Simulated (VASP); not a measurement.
# LiNbO3 (Pm-3m) in VASP: a series of runs, part 2 of 2

VASP 6.6.1.

### Step 4. Single point, r2SCAN (volume changed by +3%)

The input, POSCAR:

```
LiNbO3
1.0
    3.9721131437      0.0000000000      0.0000000000
    0.0000000000      3.9721131437      0.0000000000
    0.0000000000      0.0000000000      3.9721131437
Li Nb O
1 1 3
Direct
    0.0000000000      0.0000000000      0.0000000000
    0.5000000000      0.5000000000      0.5000000000
    0.5000000000      0.5000000000      0.0000000000
    0.5000000000      0.0000000000      0.5000000000
    0.0000000000      0.5000000000      0.5000000000
```

The input, INCAR.step1:

```
PREC     = Accurate       # precision mode
ENCUT    = 520            # plane-wave cutoff, eV
ISMEAR   = 0              # smearing method
SIGMA    = 0.01           # smearing width, eV
LREAL    = F              # projectors in reciprocal space
LASPH    = T              # aspherical terms in the spheres
NELM     = 100            # most SCF steps
NBANDS   = 25             # bands
GGA      = PE             # functional
ALGO     = Normal         # electronic algorithm
EDIFF    = 1E-4           # SCF threshold, eV
LWAVE    = T              # write WAVECAR
LCHARG   = F              # write CHGCAR
```

The input, INCAR.step2:

```
PREC     = Accurate       # precision mode
ENCUT    = 520            # plane-wave cutoff, eV
EDIFF    = 1E-6           # SCF threshold, eV
ISMEAR   = 0              # smearing method
SIGMA    = 0.01           # smearing width, eV
LREAL    = F              # projectors in reciprocal space
LASPH    = T              # aspherical terms in the spheres
NELM     = 100            # most SCF steps
ALGO     = Normal         # electronic algorithm
ISIF     = 2              # what is computed and relaxed
LWAVE    = F              # write WAVECAR
LCHARG   = T              # write CHGCAR
METAGGA  = R2SCAN         # meta-GGA
LMIXTAU  = T            
LELF     = T              # ELF
LVHAR    = T            
NBANDS   = 25             # bands
ISTART   = 1
```

The input, KPOINTS:

```
regular mesh
0
Gamma
  6 6 6
```

Run with:

```
cat potpaw_PBE.64/Li_sv/POTCAR potpaw_PBE.64/Nb_sv/POTCAR potpaw_PBE.64/O/POTCAR > POTCAR
cp INCAR.step1 INCAR
mpirun -np 1 vasp_std > vasp.out
cp INCAR.step2 INCAR
mpirun -np 1 vasp_std > vasp.out
```

Run time: 2.1 min. Hardware: 1 thread of Intel Xeon 6975P-C (Granite Rapids), shared host; peak memory 0.18 GiB.

The run converged. Its results:

* Free energy: -58.3275 eV
* Band gap on the k mesh: 2.03 eV, indirect (least direct gap 2.88 eV)

Levels at points of the mesh, in eV from the valence-band top:
```csv
k point,band 15,band 16,band 17,band 18,band 19,band 20
"(0.00, 0.00, 0.00)",-0.85,-0.85,-0.85,2.03,2.03,2.03
"(0.50, 0.00, 0.00)",-1.44,-0.89,-0.89,2.10,4.65,4.65
"(0.50, 0.50, 0.00)",-1.97,-1.56,-0.02,4.68,4.68,5.82
"(0.50, 0.50, 0.50)",0.00,0.00,0.00,5.81,5.81,5.81
```

Caveat: the cutoff is under 1.25 times the usual one of these potentials, so pressure, stress and relaxed cells hold a basis-set (Pulay) error; the PAW data sets were made with another functional, which shifts forces and pressure a little. A k mesh can miss the band edges.

### Step 5. Single point, r2SCAN (volume changed by +6%)

POSCAR: that of step 4 with these lines changed.

```diff
@@ -2,5 +2,5 @@
 1.0
-    3.9721131437      0.0000000000      0.0000000000
-    0.0000000000      3.9721131437      0.0000000000
-    0.0000000000      0.0000000000      3.9721131437
+    4.0103088824      0.0000000000      0.0000000000
+    0.0000000000      4.0103088824      0.0000000000
+    0.0000000000      0.0000000000      4.0103088824
 Li Nb O
```

The input, INCAR.step1:

```
PREC = Accurate
ENCUT = 520
ISMEAR = 0
SIGMA = 0.01
LREAL = False
LASPH = True
NELM = 80
NBANDS = 25
GGA = PE
ALGO = Normal
EDIFF = 1E-4
LWAVE = True
LCHARG = False
```

The input, INCAR.step2:

```
PREC = Accurate
ENCUT = 520
EDIFF = 1E-7
ISMEAR = 0
SIGMA = 0.01
LREAL = False
LASPH = True
NELM = 80
ALGO = Normal
ISIF = 2
LWAVE = False
LCHARG = False
METAGGA = R2SCAN
LMIXTAU = True
NBANDS = 25
ISTART = 1
```

KPOINTS is that of step 4.

Potentials or basis: VASP PAW PBE potentials, release 64 (Li_sv, Nb_sv, O).

Run with:

```
cat potpaw_PBE.64/Li_sv/POTCAR potpaw_PBE.64/Nb_sv/POTCAR potpaw_PBE.64/O/POTCAR > POTCAR
cp INCAR.step1 INCAR
mpirun -np 1 vasp_std > vasp.out
cp INCAR.step2 INCAR
mpirun -np 1 vasp_std > vasp.out
```

OUTCAR:

```text
PREC = Accurate
   ENCUT = 520
   EDIFF = 1E-7
   ISMEAR = 0
   LREAL = False
   LASPH = True
   NELM = 80
   ISIF = 2
   METAGGA = R2SCAN
   ISTART = 1

 ion  position               nearest neighbor table
   1  0.000  0.000  0.000-
   2  0.500  0.500  0.500-   3 2.01   4 2.01   5 2.01   3 2.01   4 2.01   5 2.01
   3  0.500  0.500  0.000-   2 2.01   2 2.01
   4  0.500  0.000  0.500-   2 2.01   2 2.01
   5  0.000  0.500  0.500-   2 2.01   2 2.01

[... 756 lines left out ...]
  --------------------------------------------------------------------------------------
  -------------------------------------------------------------------------------------
  Total       -4.2516136     -4.2516136     -4.2516136     -0.0000000     -0.0000000     -0.0000000
  in kB     -105.6162874   -105.6162874   -105.6162874     -0.0000000     -0.0000000     -0.0000000
  external PRESSURE =    -105.6162874 kB  Pullay stress =       0.0000000 kB

 VOLUME and BASIS-vectors are now :
 -----------------------------------------------------------------------------
  energy-cutoff  :      520.00
  volume of cell :       64.50
      direct lattice vectors                 reciprocal lattice vectors
     4.010308882  0.000000000  0.000000000     0.249357351  0.000000000  0.000000000
     0.000000000  4.010308882  0.000000000     0.000000000  0.249357351  0.000000000
     0.000000000  0.000000000  4.010308882     0.000000000  0.000000000  0.249357351

 POSITION                                       TOTAL-FORCE (eV/Angst)
 -----------------------------------------------------------------------------------
      0.00000      0.00000      0.00000         0.000000      0.000000      0.000000
      2.00515      2.00515      2.00515         0.000000      0.000000      0.000000
      2.00515      2.00515      0.00000         0.000000      0.000000      0.000000
      2.00515      0.00000      2.00515         0.000000      0.000000      0.000000
      0.00000      2.00515      2.00515         0.000000      0.000000      0.000000
 -----------------------------------------------------------------------------------
    total drift:                                0.000000      0.000000     -0.000000

  FREE ENERGIE OF THE ION-ELECTRON SYSTEM (eV)
  ---------------------------------------------------
  free  energy   TOTEN  =       -58.2360210563 eV

  energy  without entropy=      -58.2360210563  energy(sigma->0) =      -58.23602106
```

OUTCAR.step1:

```text
PREC = Accurate
   ENCUT = 520
   ISMEAR = 0
   LREAL = False
   LASPH = True
[... 785 lines left out ...]
      2.00515      2.00515      2.00515         0.000000      0.000000      0.000000
      2.00515      2.00515      0.00000         0.000000      0.000000      0.000000
      2.00515      0.00000      2.00515         0.000000      0.000000      0.000000
      0.00000      2.00515      2.00515         0.000000      0.000000      0.000000
 -----------------------------------------------------------------------------------
    total drift:                                0.000000      0.000000     -0.000000

  FREE ENERGIE OF THE ION-ELECTRON SYSTEM (eV)
  ---------------------------------------------------
  free  energy   TOTEN  =       -39.1453425197 eV

  energy  without entropy=      -39.1453425197  energy(sigma->0) =      -39.14534252
```

OSZICAR.step1:

```text
N       E                     dE             d eps       ncg     rms          rms(c)
DAV:   1     0.301765637599E+03    0.30177E+03   -0.17968E+04  1000   0.136E+03
DAV:   2    -0.237583376275E+02   -0.32552E+03   -0.31030E+03  1313   0.430E+02
DAV:   3    -0.471503260757E+02   -0.23392E+02   -0.23243E+02  1671   0.103E+02
DAV:   4    -0.480746604072E+02   -0.92433E+00   -0.92144E+00  1446   0.181E+01
DAV:   5    -0.481047993889E+02   -0.30139E-01   -0.30137E-01  1474   0.280E+00    0.188E+01
DAV:   6    -0.394843945249E+02    0.86204E+01   -0.36178E+01  1481   0.457E+01    0.719E+00
DAV:   7    -0.391713818228E+02    0.31301E+00   -0.27489E+00  1418   0.129E+01    0.363E+00
DAV:   8    -0.391845227308E+02   -0.13141E-01   -0.44504E-01  1492   0.699E+00    0.156E+00
DAV:   9    -0.391444199317E+02    0.40103E-01   -0.10421E-01  1467   0.352E+00    0.523E-01
DAV:  10    -0.391453979496E+02   -0.97802E-03   -0.19954E-02  1247   0.101E+00    0.106E-01
DAV:  11    -0.391452757688E+02    0.12218E-03   -0.15467E-03  1344   0.315E-01    0.485E-02
DAV:  12    -0.391453425197E+02   -0.66751E-04   -0.15320E-04   914   0.121E-01
   1 F= -.39145343E+02 E0= -.39145343E+02  d E =-.148278-170
```

It took 2.3 min on 1 thread of Intel Xeon 6975P-C (Granite Rapids), shared host; peak memory 0.19 GiB.

Results:

- Free energy: -58.2360 eV
- Band gap on the k mesh: 1.96 eV, indirect (least direct gap 2.81 eV)

Caveat: the cutoff is under 1.25 times the usual one of these potentials, so pressure, stress and relaxed cells hold a basis-set (Pulay) error; the PAW data sets were made with another functional, which shifts forces and pressure a little.

### Step 6. Overview

```tsv
cell	gap on the mesh (eV)
a = 3.893 Å, 5 atoms	2.18
a = 3.933 Å, 5 atoms	2.11
a = 3.972 Å, 5 atoms	2.03
a = 4.010 Å, 5 atoms	1.96
```

Alike in all rows: task single point; level r2SCAN; potentials or basis VASP PAW PBE potentials, release 64 (Li_sv, Nb_sv, O); no spin polarisation; k mesh 6 × 6 × 6; cutoff (eV) 520; smearing gaussian 0.01 eV.

Caveats: the cutoff is under 1.25 times the usual one of these potentials, so pressure, stress and relaxed cells hold a basis-set (Pulay) error; the PAW data sets were made with another functional, which shifts forces and pressure a little.

Absolute energies hang on the potentials; compare differences alone.
